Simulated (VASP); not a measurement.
The system is Al2Cu.

```
Cu Al
1.0
    -2.03034    2.03034    2.85109
     2.03034   -2.03034    2.85109
     2.03034    2.03034   -2.85109
Cu Al
1 2
Direct
  0.50000 0.50000 0.00000
  0.25000 0.75000 0.50000
  0.75000 0.25000 0.50000
```

| Property | Result |
| --- | --- |
| Program | VASP 6.6.1 |
| Task | relaxation of cell and atoms |
| Functional | PBEsol |
| Dispersion | D3(BJ) |
| Potentials or basis | VASP PAW PBE potentials, release 64 (Cu, Al) |
| Cutoff | 600 eV |
| k mesh | 9 × 9 × 9 |
| Occupations | fermi-dirac, width 0.05 eV |
| Spin | no spin polarisation |

At the start: pressure -3.4 GPa; volume 15.67 Å³/atom.

**Question.** How do energy, volume and symmetry change on relaxing?

**Answer.** Over 4 steps the energy falls by 5.6 meV/atom and the volume is 15.17 Å³/atom (-3.2 %); space group I4/mmm (No. 139, to 0.05 Å).

Step by step:
| step | energy change (eV) | largest force (eV/Å) | pressure (GPa) | volume (Å³) |
| --- | --- | --- | --- | --- |
| 1 | 0.0000 | 0.0000 | -3.39 | 47.01 |
| 2 | -0.0129 | 0.0000 | 1.81 | 44.79 |
| 3 | -0.0168 | 0.0000 | 0.06 | 45.49 |
| 4 | -0.0167 | 0.0000 | -0.04 | 45.52 |

Final structure:
```
Cu Al
1.0
    -2.00823    2.00823    2.82149
     2.00823   -2.00823    2.82149
     2.00823    2.00823   -2.82149
Cu Al
1 2
Direct
  0.50000 0.50000 0.00000
  0.25000 0.75000 0.50000
  0.75000 0.25000 0.50000
```

Caveat: the PAW data sets were made with another functional, which shifts forces and pressure a little; pairwise dispersion overbinds metals, which lowers pressure and volume.
